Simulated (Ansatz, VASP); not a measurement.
**Pt: VASP beside Ansatz**

```
Pt
1.0
     2.65704    0.00000    0.00000
    -1.32852    2.30106    0.00000
     0.00000    0.00000    4.94215
Pt
2
Direct
  0.66667 0.33333 0.75000
  0.33333 0.66667 0.25000
```

Change from the starting cell: strain -0.025 along x and y, +0.050 along z, atoms carried along.

Alike in both runs: task single point; functional PBEsol; k mesh 24 × 24 × 14; occupations gaussian, width 0.15 eV; no spin polarisation.

|  | VASP | Ansatz |
| --- | --- | --- |
| version | VASP 6.6.1 | Ansatz 0.2.0 |
| potentials or method | VASP PAW PBE potentials, release 64 (Pt), cutoff 520 eV | scalar-relativistic, plane waves, PAW |
| valence electrons in the cell | 20 | 36 |

```csv
,VASP,Ansatz,Ansatz less VASP
gap on the k mesh at the Fermi level (eV),none,none,-
pressure (GPa),4.3,4.7,+0.40
"traceless stress, the component that is largest in VASP (GPa)",-13.73,-13.65,+0.078
```

VASP's potentials were made for PBE, not for PBEsol. A gap of «none» marks a metal or a gap that the smearing closes. VASP's potentials hold 20 valence electrons a cell and Ansatz's 36, so a difference there can come from the potentials and not from the codes.

Neither program's run includes spin-orbit coupling.
